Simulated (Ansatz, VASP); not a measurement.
One calculation of Mg3ZrN2, two programs

```
Mg Zr N
1.0
     3.48728   -3.49602    0.15885
     3.48728    3.49602    0.15885
    -0.19664    0.00000    3.99314
Mg Zr N
3 1 2
Direct
  0.00000 0.50000 0.00000
  0.50000 0.00000 0.00000
  0.50000 0.50000 0.00000
  0.00000 0.00000 0.50000
  0.00000 0.50000 0.50000
  0.50000 0.00000 0.50000
```

Alike in both runs: functional PBE; k mesh 4 × 4 × 4; occupations gaussian, width 0.2 eV; no spin polarisation.

Ansatz relaxed the structure, and its values are those at the end. VASP's run is a single point on that final structure, the one shown.

```csv
,VASP,Ansatz
version,VASP 6.6.1,Ansatz 0.2.0
potentials or method,"VASP PAW PBE potentials, release 64 (Mg, Zr_sv, N), cutoff 600 eV","scalar-relativistic, plane waves, PAW"
valence electrons in the cell,28,52
```

```tsv
	VASP	Ansatz	Ansatz less VASP
gap on the k mesh at the Fermi level (eV)	none	none	-
pressure (GPa)	0.0	0.0	+0.03
```

A gap of «none» marks a metal or a gap that the smearing closes. The functional is the same, so the differences come from potentials, cutoffs and numerics. VASP's potentials hold 28 valence electrons a cell and Ansatz's 52, so a difference there can come from the potentials and not from the codes.

The k mesh is coarse, so the values compare programs but aren't converged.
